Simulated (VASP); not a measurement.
Runs of VASP 6.6.1 on SnP2. The structure is that of space group P6/mmm (No. 191), or close to it. The cells are those of the table. 

```csv
task,cell,k mesh,cutoff (eV),gap on the mesh (eV),pressure (GPa)
single point,"a = 3.922, b = 3.922, c = 4.235 Å, angles 90.0, 90.0, 120.0°, 3 atoms",6 × 6 × 4,520,none,8.3
single point,"a = 4.245, b = 4.245, c = 3.814 Å, angles 90.0, 90.0, 120.0°, 3 atoms",12 × 12 × 12,520,none,0.0
single point,"a = 4.233, b = 4.233, c = 3.852 Å, angles 90.0, 90.0, 120.0°, 3 atoms",6 × 6 × 4,520,none,(a)
relaxation of cell and atoms,"relaxed from a = 3.922, b = 3.922, c = 4.235 Å, angles 90.0, 90.0, 120.0°, 3 atoms",6 × 6 × 4,600,none,-0.3
```

Alike in all rows: level r2SCAN; potentials or basis VASP PAW PBE potentials, release 64 (Sn_d, P); no spin polarisation; smearing gaussian 0.1 eV.

Q: Fill in the values left out.

A: (a) -0.1.

Caveats: some runs use coarse meshes; the PAW data sets were made with another functional, which shifts forces and pressure a little; spin-orbit coupling is left out, which moves the levels of the heavy elements.

A k mesh can miss the band edges, and the runs leave out spin-orbit coupling on Sn.

A gap of «none» marks levels without a gap at the run's occupations.
